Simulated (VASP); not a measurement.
# Be5Co (F-43m) in VASP: further runs

The runs below take Be5Co through single point, relaxation of volume and atoms at fixed shape, with LDA.

All numbers are computed with VASP 6.6.1; they aren't measurements. Logs are shortened: lines on timing, memory, paths and dates and some standing lists are left out, and cuts for length are marked.

### Step 1. The cell of the first run

Symmetry: F-43m, No. 216, cubic system. Conventional cell: a = 5.679 Å, b = 5.679 Å, c = 5.679 Å, α = 90.00°, β = 90.00°, γ = 90.00°. Within 3.1 Å of Be (site symmetry -43m) lie 12 Be at 2.36 Å and 4 Co at 2.46 Å. Be (site symmetry 3m) has 9 Be at 2.00 to 2.36 Å and 3 Co at 2.35 Å within 2.6 Å. Within 3.1 Å of Co (site symmetry -43m) lie 16 Be at 2.35 to 2.46 Å.

### Step 2. Single point, LDA, collinear spin, ferromagnetic start

File INCAR:

```
SYSTEM = Be5Co
PREC = Accurate
ENCUT = 520
EDIFF = 1E-7
ISMEAR = -1
SIGMA = 0.1
LREAL = .FALSE.
LASPH = .TRUE.
NELM = 150
ALGO = Normal
ISIF = 2
LWAVE = .FALSE.
LCHARG = .FALSE.
ISPIN = 2
MAGMOM = 0 0 0 0 0 2.5
LORBIT = 11
LMAXMIX = 4
NBANDS = 22
```

File KPOINTS:

```
Automatic mesh
0
G
  8 8 8
  0 0 0
```

File POSCAR:

```
Be5Co
1.0
    0.0000000000      2.8394746359      2.8394746359
    2.8394746359      0.0000000000      2.8394746359
    2.8394746359      2.8394746359      0.0000000000
Be Co
5 1
Direct
    0.2500000000      0.2500000000      0.2500000000
    0.6256195643      0.6256195643      0.1231413071
    0.6256195643      0.1231413071      0.6256195643
    0.1231413071      0.6256195643      0.6256195643
    0.6256195643      0.6256195643      0.6256195643
    0.0000000000      0.0000000000      0.0000000000
```

Potentials or basis: VASP PAW LDA potentials, release 64 (Be, Co).

The run is started by

```console
$ cat potpaw_LDA.64/Be/POTCAR potpaw_LDA.64/Co/POTCAR > POTCAR
$ mpirun -np 1 vasp_std > vasp.out
```

OUTCAR:

```text
SYSTEM = Be5Co
   PREC = Accurate
   ENCUT = 520
   EDIFF = 1E-7
   ISMEAR = -1
   LREAL = .FALSE.
   LASPH = .TRUE.
   NELM = 150
   ISIF = 2
   ISPIN = 2
   LORBIT = 11

 ion  position               nearest neighbor table
   1  0.250  0.250  0.250-   3 2.36   4 2.36   2 2.36   4 2.36   2 2.36   3 2.36   5 2.36   5 2.36
                             5 2.36   2 2.36   3 2.36   4 2.36   6 2.46   6 2.46   6 2.46   6 2.46
   2  0.626  0.626  0.123-   3 2.00   4 2.00   5 2.00   5 2.02   3 2.02   4 2.02   6 2.35   6 2.35
                             6 2.35   1 2.36   1 2.36   1 2.36
   3  0.626  0.123  0.626-   2 2.00   4 2.00   5 2.00   2 2.02   5 2.02   4 2.02   6 2.35   6 2.35
                             6 2.35   1 2.36   1 2.36   1 2.36
   4  0.123  0.626  0.626-   2 2.00   3 2.00   5 2.00   5 2.02   2 2.02   3 2.02   6 2.35   6 2.35
                             6 2.35   1 2.36   1 2.36   1 2.36
   5  0.626  0.626  0.626-   2 2.00   3 2.00   4 2.00   2 2.02   3 2.02   4 2.02   6 2.35   6 2.35
                             6 2.35   1 2.36   1 2.36   1 2.36
   6  0.000  0.000  0.000-   2 2.35   3 2.35   4 2.35   5 2.35   5 2.35   5 2.35   3 2.35   4 2.35
                             2 2.35   2 2.35   4 2.35   3 2.35   1 2.46   1 2.46   1 2.46   1 2.46

  LATTYP: Found a face centered cubic cell.
 ALAT       =     5.6789492718

  Lattice vectors:

 A1 = (   0.0000000000,   2.8394746359,   2.8394746359)
 A2 = (   2.8394746359,   0.0000000000,   2.8394746359)
 A3 = (   2.8394746359,   2.8394746359,   0.0000000000)

Analysis of symmetry for initial positions (statically):
=====================================================================
 Subroutine PRICEL returns:
 Original cell was already a primitive cell.

 Routine SETGRP: Setting up the symmetry group for a
 face centered cubic supercell.

 Subroutine GETGRP returns: Found 24 space group operations
 (whereof 24 operations were pure point group operations)
 out of a pool of 48 trial point group operations.

The static configuration has the point symmetry T_d .

Analysis of symmetry for dynamics (positions and initial velocities):
=====================================================================
 Subroutine PRICEL returns:
 Original cell was already a primitive cell.

 Routine SETGRP: Setting up the symmetry group for a
 face centered cubic supercell.

 Subroutine GETGRP returns: Found 24 space group operations
 (whereof 24 operations were pure point group operations)
 out of a pool of 48 trial point group operations.

The dynamic configuration has the point symmetry T_d .

Analysis of structural, dynamic, and magnetic symmetry:
=====================================================================
 Subroutine PRICEL returns:
 Original cell was already a primitive cell.

 Routine SETGRP: Setting up the symmetry group for a
 face centered cubic supercell.

 Subroutine GETGRP returns: Found 24 space group operations
 (whereof 24 operations were pure point group operations)
 out of a pool of 48 trial point group operations.

The overall configuration has the point symmetry T_d .

 Subroutine INISYM returns: Found 24 space group operations
 (whereof 24 operations are pure point group operations),
 and found     1 'primitive' translations

----------------------------------------------------------------------------------------

                                     Primitive cell

  volume of cell :      45.7872

  direct lattice vectors                    reciprocal lattice vectors
     0.000000000  2.839474636  2.839474636    -0.176088912  0.176088912  0.176088912
     2.839474636  0.000000000  2.839474636     0.176088912 -0.176088912  0.176088912
     2.839474636  2.839474636  0.000000000     0.176088912  0.176088912 -0.176088912

  length of vectors
     4.015623540  4.015623540  4.015623540     0.304994943  0.304994943  0.304994943

  position of ions in fractional coordinates (direct lattice)
     0.250000000  0.250000000  0.250000000
     0.625619564  0.625619564  0.123141307
     0.625619564  0.123141307  0.625619564
     0.123141307  0.625619564  0.625619564
     0.625619564  0.625619564  0.625619564
     0.000000000  0.000000000  0.000000000

  ion indices of the primitive-cell ions
   primitive index   ion index
                 1           1
                 2           2
                 3           3
                 4           4
                 5           5
                 6           6

----------------------------------------------------------------------------------------

 KPOINTS: Automatic mesh

Automatic generation of k-mesh.
 Grid dimensions read from file:
 generate k-points for:    8    8    8

 Generating k-lattice:

  Cartesian coordinates                     Fractional coordinates (reciprocal lattice)
    -0.022011114  0.022011114  0.022011114     0.125000000  0.000000000  0.000000000
     0.022011114 -0.022011114  0.022011114     0.000000000  0.125000000  0.000000000
     0.022011114  0.022011114 -0.022011114     0.000000000  0.000000000  0.125000000

  Length of vectors
     0.038124368  0.038124368  0.038124368

  Shift w.r.t. Gamma in fractional coordinates (k-lattice)
     0.000000000  0.000000000  0.000000000

 Subroutine IBZKPT returns following result:
 ===========================================

 Found     29 irreducible k-points:

 Following reciprocal coordinates:
            Coordinates               Weight
  0.000000  0.000000  0.000000      1.000000
  0.125000  0.000000  0.000000      8.000000
  0.250000  0.000000  0.000000      8.000000
  0.375000  0.000000  0.000000      8.000000
  0.500000  0.000000  0.000000      4.000000
  0.125000  0.125000  0.000000      6.000000
[... 16 lines left out ...]
  0.500000  0.250000  0.125000     48.000000
 -0.375000  0.250000  0.125000     24.000000
 [... further k-points ...]
   k-points           NKPTS =     29   k-points in BZ     NKDIM =     29   number of bands    NBANDS=     22
   number of dos      NEDOS =    301   number of ions     NIONS =      6
   total plane-waves  NPLWV =  27000
   dimension x,y,z NGX =    30 NGY =   30 NGZ =   30
   dimension x,y,z NGXF=    60 NGYF=   60 NGZF=   60
   ions per type =               5   1
   NGX,Y,Z   is equivalent  to a cutoff of  12.42, 12.42, 12.42 a.u.
   NGXF,Y,Z  is equivalent  to a cutoff of  24.84, 24.84, 24.84 a.u.
 SYSTEM =  Be5Co
   PREC   = accura    normal or accurate (medium, high low for compatibility)
   ISTART =      0    job   : 0-new  1-cont  2-samecut
   ICHARG =      2    charge: 1-file 2-atom 10-const
   ISPIN  =      2    spin polarized calculation?
   LNONCOLLINEAR =      F non collinear calculations
   LSORBIT =      F    spin-orbit coupling
   LASPH  =      T    aspherical Exc in radial PAW
   ENCUT  =  520.0 eV  38.22 Ry    6.18 a.u.   7.47  7.47  7.47*2*pi/ulx,y,z
   NELM   =    150;   NELMIN=  2; NELMDL= -5     # of ELM steps
   EDIFF  = 0.1E-06   stopping-criterion for ELM
   LREAL  =      F    real-space projection
   EDIFFG = 0.1E-05   stopping-criterion for IOM
   NSW    =      0    number of steps for IOM
   IBRION =     -1    ionic relax: 0-MD 1-quasi-New 2-CG
   NFREE  =      0    steps in history (QN), initial steepest desc. (CG)
   ISIF   =      2    stress and relaxation
   ISYM   =      2    0-nonsym 1-usesym 2-fastsym
   POTIM  = 0.5000    time-step for ionic-motion
   TEBEG  =    0.0;   TEEND  =   0.0 temperature during run
   PSTRESS=    0.0 pullay stress
   NELECT =      19.0000    total number of electrons
   NUPDOWN=      -1.0000    fix difference up-down
   EMIN   =  10.00;   EMAX   =-10.00  energy-range for DOS
   EFERMI =   0.00;   METHOD = LEGACY
   ISMEAR =    -1;   SIGMA  =   0.10  broadening in eV -4-tet -1-fermi 0-gaus
   EFERMI_NEDOS =   21; number of points for ismear=-14 and -15
   IALGO  =     38    algorithm
   IMIX   =      4    mixing-type and parameters
     AMIX     =   0.40;   BMIX     =  1.00
     AMIX_MAG =   1.60;   BMIX_MAG =  1.00
  volume/ion in A,a.u.               =       7.63        51.50
  Fermi-wavevector in a.u.,A,eV,Ry     =   1.221082  2.307510 20.286836  1.491040
  Thomas-Fermi vector in A             =   2.356276
   LORBIT       =     11    0 simple, 1 ext, 2 COOP (PROOUT), +10 PAW based schemes
   GGA     = CA    functional components
   LHFCALC =     F    Hartree Fock is set to
   AEXX    =    0.0000 exact exchange contribution
   IVDW    =     0    specifies the selected vdW correction
   LEPSILON=     F    determine dielectric tensor
   LRPA    =     F    only Hartree local field effects (RPA)
 spin polarized calculation
  energy-cutoff  :      520.00
  volume of cell :       45.79
 maximum number of plane-waves:      1249
 NGX is ok and might be reduce to    30
   NGX = 15   NGY = 15   NGZ = 15

 number of electron      19.0000007 magnetization       0.0000151

 Free energy of the ion-electron system (eV)
  ---------------------------------------------------
  ext. energy  EPLUGINS =         0.00000000
  ---------------------------------------------------
  free energy    TOTEN  =       -30.47051430 eV

  energy without entropy =      -30.39110847  energy(sigma->0) =      -30.43081139

 E-fermi :   7.2077     XC(G=0): -11.6542

 val. band max:        7.1808382309   @ k =   0.2500   0.1250   0.0000
 cond. band min:       7.2168140893   @ k =  -0.3750   0.3750   0.1250
 fundamental gap:      0.0359758583
 Fermi energy:         7.2076941943

 spin component 1

 k-point     1 :       0.0000    0.0000    0.0000
  band No.  band energies     occupation
      1      -2.8891      1.00000
      2       4.0064      1.00000
      3       4.0809      1.00000
      4       4.0809      1.00000
      5       4.0809      1.00000
      6       5.2961      1.00000
[... 13 lines left out ...]
     20      19.1435      0.00000
     21      24.8137      0.00000

 k-point     2 :       0.1250    0.0000    0.0000
  band No.  band energies     occupation
      1      -2.7225      1.00000
      2       3.4389      1.00000
      3       4.1203      1.00000
      4       4.1203      1.00000
      5       4.2776      1.00000
      6       5.3039      1.00000
[... 520 lines left out ...]
 k-point    24 :      -0.3750    0.2500    0.1250
  band No.  band energies     occupation
      1       0.0501      1.00000
      2       0.1485      1.00000
      3       2.6826      1.00000
      4       3.5294      1.00000
      5       4.7854      1.00000
      6       5.7969      1.00000
[... 13 lines left out ...]
     20      20.5676      0.00000
     21      21.3110      0.00000

 [... further k-points ...]

 spin component 2

 k-point     1 :       0.0000    0.0000    0.0000
  band No.  band energies     occupation
      1      -2.8891      1.00000
      2       4.0064      1.00000
      3       4.0809      1.00000
      4       4.0809      1.00000
      5       4.0809      1.00000
      6       5.2961      1.00000
[... 13 lines left out ...]
     20      19.1435      0.00000
     21      24.8137      0.00000

 k-point     2 :       0.1250    0.0000    0.0000
  band No.  band energies     occupation
      1      -2.7225      1.00000
      2       3.4389      1.00000
      3       4.1203      1.00000
      4       4.1203      1.00000
      5       4.2776      1.00000
      6       5.3039      1.00000
[... 520 lines left out ...]
 k-point    24 :      -0.3750    0.2500    0.1250
  band No.  band energies     occupation
      1       0.0500      1.00000
      2       0.1485      1.00000
      3       2.6826      1.00000
      4       3.5294      1.00000
      5       4.7854      1.00000
      6       5.7969      1.00000
[... 13 lines left out ...]
     20      20.5676      0.00000
     21      21.3110      0.00000

 [... further k-points ...]

 [bands above 21 left out]

------------------------ aborting loop because EDIFF is reached ----------------------------------------

  FORCE on cell =-STRESS in cart. coord.  units (eV):
  Direction    XX          YY          ZZ          XY          YZ          ZX
  --------------------------------------------------------------------------------------
  -------------------------------------------------------------------------------------
  Total        0.1546692      0.1546692      0.1546692      0.0000000      0.0000000     -0.0000000
  in kB        5.4121569      5.4121569      5.4121569      0.0000000      0.0000000     -0.0000000
  external PRESSURE =       5.4121569 kB  Pullay stress =       0.0000000 kB

 VOLUME and BASIS-vectors are now :
 -----------------------------------------------------------------------------
  energy-cutoff  :      520.00
  volume of cell :       45.79
      direct lattice vectors                 reciprocal lattice vectors
     0.000000000  2.839474636  2.839474636    -0.176088912  0.176088912  0.176088912
     2.839474636  0.000000000  2.839474636     0.176088912 -0.176088912  0.176088912
     2.839474636  2.839474636  0.000000000     0.176088912  0.176088912 -0.176088912

 POSITION                                       TOTAL-FORCE (eV/Angst)
 -----------------------------------------------------------------------------------
      1.41974      1.41974      1.41974        -0.000000      0.000000     -0.000000
      2.12609      2.12609      3.55286         0.002981      0.002981     -0.002981
      2.12609      3.55286      2.12609         0.002981     -0.002981      0.002981
      3.55286      2.12609      2.12609        -0.002981      0.002981      0.002981
      3.55286      3.55286      3.55286        -0.002981     -0.002981     -0.002981
      0.00000      0.00000      0.00000        -0.000000     -0.000000     -0.000000
 -----------------------------------------------------------------------------------
    total drift:                                0.000000      0.000000      0.000000

  FREE ENERGIE OF THE ION-ELECTRON SYSTEM (eV)
  ---------------------------------------------------
  free  energy   TOTEN  =       -30.4705143032 eV

  energy  without entropy=      -30.3911084747  energy(sigma->0) =      -30.43081139

 total charge

# of ion       s       p       d       tot
------------------------------------------
    1        0.363   0.663   0.000   1.026
    2        0.471   0.891   0.000   1.362
    3        0.471   0.891   0.000   1.362
    4        0.471   0.891   0.000   1.362
    5        0.471   0.891   0.000   1.362
    6        0.462   0.596   7.442   8.500
--------------------------------------------------
tot          2.710   4.824   7.442  14.976

 magnetization (x)

# of ion       s       p       d       tot
------------------------------------------
    1       -0.000  -0.000   0.000  -0.000
    2       -0.000  -0.000   0.000  -0.000
    3       -0.000  -0.000   0.000  -0.000
    4       -0.000  -0.000   0.000  -0.000
    5       -0.000  -0.000   0.000  -0.000
    6        0.000   0.000  -0.000  -0.000
--------------------------------------------------
tot          0.000  -0.000  -0.000  -0.000
```

Run time: 1.8 min. Hardware: 1 thread of AMD EPYC 7R43 (Zen 3), shared host; peak memory 0.15 GiB.

What came out:

* Free energy: -30.4705 eV
* Pressure: 0.5 GPa
* Largest force: 0.005 eV/Å
* Net moment: 0.00 μB per cell
* Valence electrons inside the program's atomic spheres: Be 1.03, 1.36; Co 8.50

Forces in eV/Å, atoms in the order of the input:
```
Be   0.000  0.000  0.000
Be   0.003  0.003 -0.003
Be   0.003 -0.003  0.003
Be  -0.003  0.003  0.003
Be  -0.003 -0.003 -0.003
Co   0.000  0.000  0.000
```

Caveat: the starting moments collapsed, and a magnetic state may lie lower.

### Step 3. Relaxation of volume and atoms at fixed shape, LDA, collinear spin, ferromagnetic start

This run uses another cell than the first one, of 8.00 Å³/atom, 1.048 times its volume.

File INCAR:

```
PREC = Accurate ; ENCUT = 600
EDIFF = 1E-6 ; ISMEAR = -1
SIGMA = 0.1 ; LREAL = False
LASPH = True ; NELM = 150
ALGO = Normal ; ISIF = 8
LWAVE = False ; LCHARG = False
ISPIN = 2 ; MAGMOM = 0 0 0 0 0 2.5
LORBIT = 11 ; LMAXMIX = 4
IBRION = 2 ; NSW = 80
EDIFFG = -0.01
```

File KPOINTS:

```
regular mesh
0
Gamma
  8 8 8
```

File POSCAR:

```
Be5Co
1.0
    0.0000000000      2.8839255300      2.8839255300
    2.8839255300      0.0000000000      2.8839255300
    2.8839255300      2.8839255300      0.0000000000
Be Co
5 1
Direct
    0.2500000000      0.2500000000      0.2500000000
    0.6255728100      0.6255728100      0.1232815800
    0.6255728100      0.1232815800      0.6255728100
    0.1232815800      0.6255728100      0.6255728100
    0.6255728100      0.6255728100      0.6255728100
    0.0000000000      0.0000000000      0.0000000000
```

Potentials or basis: VASP PAW LDA potentials, release 64 (Be, Co).

The run is started by

```console
$ cat potpaw_LDA.64/Be/POTCAR potpaw_LDA.64/Co/POTCAR > POTCAR
$ mpirun -np 1 vasp_std > vasp.out
```

It took 2.8 min on 1 thread of Oxide Virtual Turin-like, shared host; peak memory 0.18 GiB.

The run converged. Its results:

| Property | Result |
| --- | --- |
| Free energy | -30.4712 eV |
| Relaxed volume | 7.65 Å³/atom |
| Relaxed cell | a = 4.019 Å, b = 4.019 Å, c = 4.019 Å, α = 60.00°, β = 60.00°, γ = 60.00° |
| Space group after relaxing (to 0.05 Å) | F-43m (No. 216) |
| Energy gained by relaxing | 7.2 meV/atom |
| Ionic steps | 6 |
| Pressure after relaxing | 0.1 GPa |
| Net moment | 0.00 μB per cell |
| Valence electrons inside the program's atomic spheres | Be 1.02, 1.36; Co 8.49 |

Step by step:
```csv
step,energy change (eV),largest force (eV/Å),pressure (GPa),volume (Å³)
1,0.0000,0.0279,-6.58,47.97
2,-0.0424,0.0358,0.83,45.73
3,-0.0430,0.0283,-0.07,45.95
4,-0.0429,0.0296,0.09,45.91
5,-0.0430,0.0173,0.12,45.91
6,-0.0430,0.0010,0.09,45.91
```

Final structure:
```cif
data_structure
_symmetry_space_group_name_H-M 'P 1'
_symmetry_Int_Tables_number 1
_cell_length_a 4.0192
_cell_length_b 4.0192
_cell_length_c 4.0192
_cell_angle_alpha 60.000
_cell_angle_beta 60.000
_cell_angle_gamma 60.000
_cell_volume 45.91
loop_
_atom_site_label
_atom_site_type_symbol
_atom_site_fract_x
_atom_site_fract_y
_atom_site_fract_z
_atom_site_occupancy
Be1 Be 0.25000 0.25000 0.25000 1
Be2 Be 0.62561 0.62561 0.12317 1
Be3 Be 0.62561 0.12317 0.62561 1
Be4 Be 0.12317 0.62561 0.62561 1
Be5 Be 0.62561 0.62561 0.62561 1
Co1 Co 0.00000 0.00000 0.00000 1
```

Levels at points of the mesh, in eV from the Fermi level:
Spin up:
| k point | band 6 | band 7 | band 8 | band 9 | band 10 | band 11 | band 12 | band 13 | band 14 |
| --- | --- | --- | --- | --- | --- | --- | --- | --- | --- |
| (0.00, 0.00, 0.00) | -1.90 | -1.90 | 0.90 | 0.90 | 0.90 | 4.00 | 4.00 | 4.00 | 5.04 |
| (0.50, 0.00, 0.00) | -1.39 | -1.39 | -0.82 | -0.55 | -0.55 | 2.96 | 2.96 | 4.72 | 7.30 |
| (0.50, 0.50, 0.00) | -3.06 | -1.25 | -1.04 | -1.04 | -0.09 | 1.15 | 7.23 | 7.78 | 7.78 |
Spin down:
| k point | band 7 | band 8 | band 9 | band 10 | band 11 | band 12 | band 13 | band 14 |
| --- | --- | --- | --- | --- | --- | --- | --- | --- |
| (0.00, 0.00, 0.00) | -1.90 | 0.90 | 0.90 | 0.90 | 4.00 | 4.00 | 4.00 | 5.04 |
| (0.50, 0.00, 0.00) | -1.39 | -0.82 | -0.55 | -0.55 | 2.96 | 2.96 | 4.72 | 7.30 |
| (0.50, 0.50, 0.00) | -1.25 | -1.04 | -1.04 | -0.09 | 1.15 | 7.23 | 7.78 | 7.78 |

Caveat: the starting moments collapsed, and a magnetic state may lie lower.
